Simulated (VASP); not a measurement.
A run of VASP 6.6.1 is set up as follows.

File INCAR:

```
SYSTEM = Mg
ALGO = Normal
EDIFF = 1E-6
ENCUT = 600
GGA = CA
GGA_COMPAT = .FALSE.
ISIF = 2
ISMEAR = 0
LASPH = .TRUE.
LCHARG = .FALSE.
LREAL = .FALSE.
LWAVE = .FALSE.
NBANDS = 7
NELM = 120
PREC = Accurate
SIGMA = 0.05
```

The input KPOINTS:

```
k-points
0
G
  8 8 8
  0 0 0
```

POSCAR

```
Mg
1.0
   -1.5171517482      1.5171517482      1.5171517482
    1.5171517482     -1.5171517482      1.5171517482
    1.5171517482      1.5171517482     -1.5171517482
Mg
1
Direct
    0.0000000000      0.0000000000      0.0000000000
```

Potentials or basis: VASP PAW LDA potentials, release 64 (Mg).

Command:

```console
$ cat potpaw_LDA.64/Mg/POTCAR > POTCAR
$ mpirun -np 1 vasp_std > vasp.out
```

Task: Predict the pressure.

Result: 39.8 GPa.

Task: What does it give for the band gap on the k mesh?

Result: Zero (band 1 reaches 9.71 eV, above the bottom of band 2 at 4.78 eV).

Caveat: the k points lie up to 0.37 Å⁻¹ apart.
